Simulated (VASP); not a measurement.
# P in VASP: a series of runs

P is run at these levels: PBEsol; tasks: single point.

Everything below comes from runs of VASP 6.6.1. Logs are shortened: lines on timing, memory, paths and dates and some standing lists are left out, and cuts for length are marked.

## 1. The cell of the first run

The cell holds a slab with vacuum, 4 atoms: a = 3.432 Å, b = 36.444 Å, c = 4.437 Å, α = 90.00°, β = 90.00°, γ = 90.00°.

## 2. Single point, PBEsol (strain +0.0450 x Voigt [1, 1, 0, 0, 0, 0])

Contents of INCAR:

```
SYSTEM = P
PREC     = Accurate       ! precision mode
ENCUT    = 520            ! plane-wave cutoff, eV
EDIFF    = 1E-7           ! SCF threshold, eV
ISMEAR   = 0              ! smearing method
SIGMA    = 0.05           ! smearing width, eV
LREAL    = .FALSE.        ! projectors in reciprocal space
LASPH    = .TRUE.         ! aspherical terms in the spheres
NELM     = 60             ! most SCF steps
ALGO     = Normal         ! electronic algorithm
ISIF     = 2              ! what is computed and relaxed
LWAVE    = .FALSE.        ! write WAVECAR
LCHARG   = .FALSE.        ! write CHGCAR
GGA      = PS             ! functional
NBANDS   = 18             ! bands
```

Contents of KPOINTS:

```
Automatic mesh
0
G
  8 1 6
  0 0 0
```

Contents of POSCAR:

```
P
1.0
    3.4321636213      0.0000000000      0.0000000000
    0.0000000000     36.4441106886      0.0000000000
    0.0000000000      0.0000000000      4.4369100789
P
4
Direct
    0.0000000000      0.9696876236      0.5826201292
    0.0000000000      0.0303123764      0.4173798708
    0.5000000000      0.0303123764      0.0826201292
    0.5000000000      0.9696876236      0.9173798708
```

Potentials or basis: VASP PAW PBE potentials, release 64 (P).

The run is started by

```
$ cat potpaw_PBE.64/P/POTCAR > POTCAR
$ mpirun -np 1 vasp_std > vasp.out
```

OUTCAR:

```text
SYSTEM = P
   PREC = Accurate
   ENCUT = 520
   EDIFF = 1E-7
   ISMEAR = 0
   LREAL = .FALSE.
   LASPH = .TRUE.
   NELM = 60
   ISIF = 2
   GGA = PS

 ion  position               nearest neighbor table
   1  0.000  0.970  0.583-   4 2.27   4 2.27   2 2.33
   2  0.000  0.030  0.417-   3 2.27   3 2.27   1 2.33
   3  0.500  0.030  0.083-   2 2.27   2 2.27   4 2.33
   4  0.500  0.970  0.917-   1 2.27   1 2.27   3 2.33

  LATTYP: Found a simple orthorhombic cell.
 ALAT       =     3.4321636213
 B/A-ratio  =     1.2927443352
 C/A-ratio  =    10.6184071361

  Lattice vectors:

 A1 = (  -3.4321636213,   0.0000000000,   0.0000000000)
 A2 = (   0.0000000000,   0.0000000000,   4.4369100789)
 A3 = (   0.0000000000,  36.4441106886,   0.0000000000)

Analysis of symmetry for initial positions (statically):
=====================================================================
 Subroutine PRICEL returns:
 Original cell was already a primitive cell.

 Routine SETGRP: Setting up the symmetry group for a
 simple orthorhombic supercell.

 Subroutine GETGRP returns: Found  8 space group operations
 (whereof  4 operations were pure point group operations)
 out of a pool of  8 trial point group operations.

The static configuration has the point symmetry C_2h.
 The point group associated with its full space group is D_2h.

Analysis of symmetry for dynamics (positions and initial velocities):
=====================================================================
 Subroutine PRICEL returns:
 Original cell was already a primitive cell.

 Routine SETGRP: Setting up the symmetry group for a
 simple orthorhombic supercell.

 Subroutine GETGRP returns: Found  8 space group operations
 (whereof  4 operations were pure point group operations)
 out of a pool of  8 trial point group operations.

The dynamic configuration has the point symmetry C_2h.
 The point group associated with its full space group is D_2h.

 Subroutine INISYM returns: Found  8 space group operations
 (whereof  4 operations are pure point group operations),
 and found     1 'primitive' translations

----------------------------------------------------------------------------------------

                                     Primitive cell

  volume of cell :     554.9783

  direct lattice vectors                    reciprocal lattice vectors
     3.432163621  0.000000000  0.000000000     0.291361401  0.000000000  0.000000000
     0.000000000 36.444110689  0.000000000     0.000000000  0.027439276  0.000000000
     0.000000000  0.000000000  4.436910079     0.000000000  0.000000000  0.225382075

  length of vectors
     3.432163621 36.444110689  4.436910079     0.291361401  0.027439276  0.225382075

  position of ions in fractional coordinates (direct lattice)
     0.000000000  0.969687624  0.582620129
     0.000000000  0.030312376  0.417379871
     0.500000000  0.030312376  0.082620129
     0.500000000  0.969687624  0.917379871

  ion indices of the primitive-cell ions
   primitive index   ion index
                 1           1
                 2           2
                 3           3
                 4           4

----------------------------------------------------------------------------------------

 KPOINTS: Automatic mesh

Automatic generation of k-mesh.
 Grid dimensions read from file:
 generate k-points for:    8    1    6

 Generating k-lattice:

  Cartesian coordinates                     Fractional coordinates (reciprocal lattice)
     0.036420175  0.000000000  0.000000000     0.125000000  0.000000000  0.000000000
     0.000000000  0.027439276  0.000000000     0.000000000  1.000000000  0.000000000
     0.000000000  0.000000000  0.037563679     0.000000000  0.000000000  0.166666667

  Length of vectors
     0.036420175  0.027439276  0.037563679

  Shift w.r.t. Gamma in fractional coordinates (k-lattice)
     0.000000000  0.000000000  0.000000000

 Subroutine IBZKPT returns following result:
 ===========================================

 Found     20 irreducible k-points:

 Following reciprocal coordinates:
            Coordinates               Weight
  0.000000  0.000000  0.000000      1.000000
  0.125000  0.000000  0.000000      2.000000
  0.250000  0.000000  0.000000      2.000000
  0.375000  0.000000  0.000000      2.000000
  0.500000  0.000000  0.000000      1.000000
  0.000000  0.000000  0.166667      2.000000
[... 12 lines left out ...]
  0.375000  0.000000  0.500000      2.000000
  0.500000  0.000000  0.500000      1.000000
   k-points           NKPTS =     20   k-points in BZ     NKDIM =     20   number of bands    NBANDS=     18
   number of dos      NEDOS =    301   number of ions     NIONS =      4
   total plane-waves  NPLWV = 282240
   dimension x,y,z NGX =    28 NGY =  280 NGZ =   36
   dimension x,y,z NGXF=    56 NGYF=  560 NGZF=   72
   ions per type =               4
   NGX,Y,Z   is equivalent  to a cutoff of  13.56, 12.77, 13.49 a.u.
   NGXF,Y,Z  is equivalent  to a cutoff of  27.13, 25.55, 26.98 a.u.
 SYSTEM =  P
   PREC   = accura    normal or accurate (medium, high low for compatibility)
   ISTART =      0    job   : 0-new  1-cont  2-samecut
   ICHARG =      2    charge: 1-file 2-atom 10-const
   ISPIN  =      1    spin polarized calculation?
   LNONCOLLINEAR =      F non collinear calculations
   LSORBIT =      F    spin-orbit coupling
   LASPH  =      T    aspherical Exc in radial PAW
   ENCUT  =  520.0 eV  38.22 Ry    6.18 a.u.   6.38 67.76  8.25*2*pi/ulx,y,z
   NELM   =     60;   NELMIN=  2; NELMDL= -5     # of ELM steps
   EDIFF  = 0.1E-06   stopping-criterion for ELM
   LREAL  =      F    real-space projection
   EDIFFG = 0.1E-05   stopping-criterion for IOM
   NSW    =      0    number of steps for IOM
   IBRION =     -1    ionic relax: 0-MD 1-quasi-New 2-CG
   NFREE  =      0    steps in history (QN), initial steepest desc. (CG)
   ISIF   =      2    stress and relaxation
   ISYM   =      2    0-nonsym 1-usesym 2-fastsym
   POTIM  = 0.5000    time-step for ionic-motion
   TEBEG  =    0.0;   TEEND  =   0.0 temperature during run
   PSTRESS=    0.0 pullay stress
   NELECT =      20.0000    total number of electrons
   NUPDOWN=      -1.0000    fix difference up-down
   EMIN   =  10.00;   EMAX   =-10.00  energy-range for DOS
   EFERMI =   0.00;   METHOD = LEGACY
   ISMEAR =     0;   SIGMA  =   0.05  broadening in eV -4-tet -1-fermi 0-gaus
   EFERMI_NEDOS =   21; number of points for ismear=-14 and -15
   IALGO  =     38    algorithm
   IMIX   =      4    mixing-type and parameters
     AMIX     =   0.40;   BMIX     =  1.00
     AMIX_MAG =   1.60;   BMIX_MAG =  1.00
  volume/ion in A,a.u.               =     138.74       936.29
  Fermi-wavevector in a.u.,A,eV,Ry     =   0.540745  1.021861  3.978420  0.292406
  Thomas-Fermi vector in A             =   1.568015
   LORBIT       =      0    0 simple, 1 ext, 2 COOP (PROOUT), +10 PAW based schemes
   GGA     = PS    functional components
   LHFCALC =     F    Hartree Fock is set to
   AEXX    =    0.0000 exact exchange contribution
   IVDW    =     0    specifies the selected vdW correction
   LEPSILON=     F    determine dielectric tensor
   LRPA    =     F    only Hartree local field effects (RPA)
 non-spin polarized calculation
 Gauss-broadening in eV      SIGMA  =   0.05
  energy-cutoff  :      520.00
  volume of cell :      554.98
 maximum number of plane-waves:     15031
 NGX is ok and might be reduce to    28
   NGX = 13   NGY =135   NGZ = 17

 number of electron      20.0000004 magnetization

 Free energy of the ion-electron system (eV)
  ---------------------------------------------------
  ext. energy  EPLUGINS =         0.00000000
  ---------------------------------------------------
  free energy    TOTEN  =       -22.66708299 eV

  energy without entropy =      -22.66708299  energy(sigma->0) =      -22.66708299

 E-fermi :  -3.1086     XC(G=0):  -1.7137

 val. band max:       -3.3683295724   @ k =   0.0000   0.0000   0.0000
 cond. band min:      -2.8238256699   @ k =   0.0000   0.0000   0.0000
 fundamental gap:      0.5445039025
 Fermi energy:        -3.1086326992

 k-point     1 :       0.0000    0.0000    0.0000
  band No.  band energies     occupation
      1     -17.9925      2.00000
      2     -15.6427      2.00000
      3     -12.0159      2.00000
      4      -8.8686      2.00000
      5      -8.0865      2.00000
      6      -7.6743      2.00000
[... 10 lines left out ...]
     17       1.5360      0.00000
     18       1.6883      0.00000

 k-point     2 :       0.1250    0.0000    0.0000
  band No.  band energies     occupation
      1     -17.8212      2.00000
      2     -15.4647      2.00000
      3     -12.1999      2.00000
      4      -8.7324      2.00000
      5      -8.4596      2.00000
      6      -7.6711      2.00000
[... 10 lines left out ...]
     17       1.4729      0.00000
     18       1.7352      0.00000

 k-point     3 :       0.2500    0.0000    0.0000
  band No.  band energies     occupation
      1     -17.3124      2.00000
      2     -14.9332      2.00000
      3     -12.9094      2.00000
      4      -9.7569      2.00000
      5      -8.3537      2.00000
      6      -8.3136      2.00000
[... 10 lines left out ...]
     17       1.8520      0.00000
     18       1.8555      0.00000

 k-point     4 :       0.3750    0.0000    0.0000
  band No.  band energies     occupation
      1     -16.4843      2.00000
      2     -14.1027      2.00000
      3     -14.0575      2.00000
      4     -11.3794      2.00000
      5      -8.2148      2.00000
      6      -7.8866      2.00000
[... 291 lines left out ...]
      4     -11.7770      2.00000
      5      -8.7277      2.00000
      6      -8.7277      2.00000
[... 10 lines left out ...]
     17       2.5770      0.00000
     18       2.5770      0.00000

 k-point    19 :       0.3750    0.0000    0.5000
  band No.  band energies     occupation
      1     -15.4742      2.00000
      2     -15.4742      2.00000
      3     -12.4629      2.00000
      4     -12.4629      2.00000
      5      -8.9304      2.00000
      6      -8.9304      2.00000
[... 10 lines left out ...]
     17       3.2328      0.00000
     18       3.2328      0.00000

 k-point    20 :       0.5000    0.0000    0.5000
  band No.  band energies     occupation
      1     -14.9723      2.00000
      2     -14.9723      2.00000
      3     -13.0780      2.00000
      4     -13.0780      2.00000
      5      -8.1768      2.00000
      6      -8.1768      2.00000
[... 10 lines left out ...]
     17       2.5152      0.00000
     18       2.5152      0.00000

------------------------ aborting loop because EDIFF is reached ----------------------------------------

  FORCE on cell =-STRESS in cart. coord.  units (eV):
  Direction    XX          YY          ZZ          XY          YZ          ZX
  --------------------------------------------------------------------------------------
  -------------------------------------------------------------------------------------
  Total       -4.3578197     -3.2132459     -1.8119727      0.0000000     -0.0000000      0.0000000
  in kB      -12.5806730     -9.2763809     -5.2310186      0.0000000     -0.0000000      0.0000000
  external PRESSURE =      -9.0293575 kB  Pullay stress =       0.0000000 kB

 VOLUME and BASIS-vectors are now :
 -----------------------------------------------------------------------------
  energy-cutoff  :      520.00
  volume of cell :      554.98
      direct lattice vectors                 reciprocal lattice vectors
     3.432163621  0.000000000  0.000000000     0.291361401  0.000000000  0.000000000
     0.000000000 36.444110689  0.000000000     0.000000000  0.027439276  0.000000000
     0.000000000  0.000000000  4.436910079     0.000000000  0.000000000  0.225382075

 POSITION                                       TOTAL-FORCE (eV/Angst)
 -----------------------------------------------------------------------------------
      0.00000     35.33940      2.58503         0.000000      0.724070      0.053781
      0.00000      1.10471      1.85188        -0.000000     -0.724070     -0.053781
      1.71608      1.10471      0.36658        -0.000000     -0.724070      0.053781
      1.71608     35.33940      4.07033         0.000000      0.724070     -0.053781
 -----------------------------------------------------------------------------------
    total drift:                               -0.000000     -0.000000      0.000000

  FREE ENERGIE OF THE ION-ELECTRON SYSTEM (eV)
  ---------------------------------------------------
  free  energy   TOTEN  =       -22.6670829920 eV

  energy  without entropy=      -22.6670829920  energy(sigma->0) =      -22.66708299
```

Wall time 5.8 min (1 thread of Intel Xeon Platinum 8259CL at 2.50GHz (Skylake/Cascade Lake), shared host); peak memory 0.64 GiB.

What came out:

```
Free energy            : -22.6671 eV
Largest force          : 0.726 eV/Å
Band gap on the k mesh : 0.54 eV
```

Forces on the atoms (eV/Å):
```
P    0.000  0.724  0.054
P    0.000 -0.724 -0.054
P    0.000 -0.724  0.054
P    0.000  0.724 -0.054
```

Caveat: the cell differs from its parent crystal (strain +0.0450 x Voigt [1, 1, 0, 0, 0, 0]); the PAW data sets were made with another functional, which shifts forces and pressure a little.

## 3. Single point, PBEsol (strain +0.0525 x Voigt [1, 1, 0, 0, 0, 0])

Contents of INCAR:

```
SYSTEM = P
PREC = Accurate
ENCUT = 520
EDIFF = 1E-6
ISMEAR = 0
SIGMA = 0.05
LREAL = .False.
LASPH = .True.
NELM = 80
ALGO = Normal
ISIF = 2
LWAVE = .False.
LCHARG = .False.
GGA = PS
NBANDS = 18
```

Contents of KPOINTS:

```
regular mesh
0
Gamma
  8 1 6
  0 0 0
```

Changes to POSCAR since step 2:

```diff
@@ -2,4 +2,4 @@
 1.0
-    3.4321636213      0.0000000000      0.0000000000
-    0.0000000000     36.4441106886      0.0000000000
+    3.4567963745      0.0000000000      0.0000000000
+    0.0000000000     36.7056712916      0.0000000000
     0.0000000000      0.0000000000      4.4369100789
```

Potentials or basis: VASP PAW PBE potentials, release 64 (P).

The run is started by

```
$ cat potpaw_PBE.64/P/POTCAR > POTCAR
$ mpirun -np 1 vasp_std > vasp.out
```

It took 6 min on 1 thread of Intel Xeon Platinum 8259CL at 2.50GHz (Skylake/Cascade Lake), shared host; peak memory 0.64 GiB.

Results (log left out):

- Free energy: -22.6093 eV
- Largest force: 0.820 eV/Å
- Band gap on the k mesh: 0.52 eV

Forces in eV/Å, atoms in the order of the input:
```
P    0.000  0.818  0.060
P    0.000 -0.818 -0.060
P    0.000 -0.818  0.060
P    0.000  0.818 -0.060
```

Levels at points of the mesh, in eV from the valence-band top:
```tsv
k point	band 6	band 7	band 8	band 9	band 10	band 11	band 12	band 13	band 14	band 15
(0.00, 0.00, 0.00)	-4.23	-3.67	-2.17	-1.77	0.00	0.52	1.11	2.05	3.24	4.43
(0.50, 0.00, 0.00)	-4.38	-2.59	-2.59	-2.04	-2.04	1.27	1.27	1.90	1.90	3.06
(0.00, 0.00, 0.50)	-3.02	-2.82	-2.82	-0.94	-0.94	1.45	1.45	2.99	2.99	3.23
(0.50, 0.00, 0.50)	-4.78	-4.75	-4.75	-1.45	-1.45	2.10	2.10	4.45	4.45	5.81
```

Caveat: the cell differs from its parent crystal (strain +0.0525 x Voigt [1, 1, 0, 0, 0, 0]); the PAW data sets were made with another functional, which shifts forces and pressure a little.

## 4. Single point, PBEsol (strain +0.0600 x Voigt [1, 1, 0, 0, 0, 0])

Contents of INCAR:

```
SYSTEM = P
PREC = Accurate ; ENCUT = 520
EDIFF = 1E-6 ; ISMEAR = 0
SIGMA = 0.05 ; LREAL = .FALSE.
LASPH = .TRUE. ; NELM = 80
ALGO = Normal ; ISIF = 2
LWAVE = .FALSE. ; LCHARG = .TRUE.
GGA = PS ; LELF = .TRUE.
LVHAR = .TRUE. ; NBANDS = 18
```

Contents of KPOINTS:

```
Automatic mesh
0
G
  8 1 6
  0 0 0
```

Changes to POSCAR since step 3:

```diff
@@ -2,4 +2,4 @@
 1.0
-    3.4567963745      0.0000000000      0.0000000000
-    0.0000000000     36.7056712916      0.0000000000
+    3.4814291278      0.0000000000      0.0000000000
+    0.0000000000     36.9672318946      0.0000000000
     0.0000000000      0.0000000000      4.4369100789
```

The run is started by

```
$ cat potpaw_PBE.64/P/POTCAR > POTCAR
$ mpirun -np 1 vasp_std > vasp.out
```

Run time: 6.2 min. Hardware: 1 thread of Intel Xeon Platinum 8259CL at 2.50GHz (Skylake/Cascade Lake), shared host; peak memory 0.63 GiB.

Results (log left out):

- Free energy: -22.5445 eV
- Largest force: 0.908 eV/Å
- Band gap on the k mesh: 0.50 eV

Forces on the atoms (eV/Å):
```
P    0.000  0.906  0.065
P    0.000 -0.906 -0.065
P    0.000 -0.906  0.065
P    0.000  0.906 -0.065
```

Levels at points of the mesh, in eV from the valence-band top:
| k point | band 6 | band 7 | band 8 | band 9 | band 10 | band 11 | band 12 | band 13 | band 14 | band 15 |
| --- | --- | --- | --- | --- | --- | --- | --- | --- | --- | --- |
| (0.00, 0.00, 0.00) | -4.14 | -3.69 | -2.22 | -1.75 | 0.00 | 0.50 | 1.06 | 1.97 | 3.22 | 4.44 |
| (0.50, 0.00, 0.00) | -4.31 | -2.56 | -2.56 | -2.03 | -2.03 | 1.27 | 1.27 | 1.90 | 1.90 | 3.01 |
| (0.00, 0.00, 0.50) | -3.00 | -2.84 | -2.84 | -0.93 | -0.93 | 1.38 | 1.38 | 2.93 | 2.93 | 3.18 |
| (0.50, 0.00, 0.50) | -4.76 | -4.70 | -4.70 | -1.46 | -1.46 | 2.06 | 2.06 | 4.48 | 4.48 | 5.81 |

Caveat: the cell differs from its parent crystal (strain +0.0600 x Voigt [1, 1, 0, 0, 0, 0]); the PAW data sets were made with another functional, which shifts forces and pressure a little.

## 5. The runs side by side

```csv
cell,gap on the mesh (eV),largest force (eV/Å)
"a = 3.432, b = 36.444, c = 4.437 Å, 4 atoms",0.54,0.73
"a = 3.457, b = 36.706, c = 4.437 Å, 4 atoms",0.52,0.82
"a = 3.481, b = 36.967, c = 4.437 Å, 4 atoms",0.50,0.91
```

Alike in all rows: task single point; level PBEsol; potentials or basis VASP PAW PBE potentials, release 64 (P); no spin polarisation; k mesh 8 × 1 × 6; cutoff (eV) 520; smearing gaussian 0.05 eV.

Caveats: the PAW data sets were made with another functional, which shifts forces and pressure a little.

Absolute energies hang on the potentials; compare differences alone.
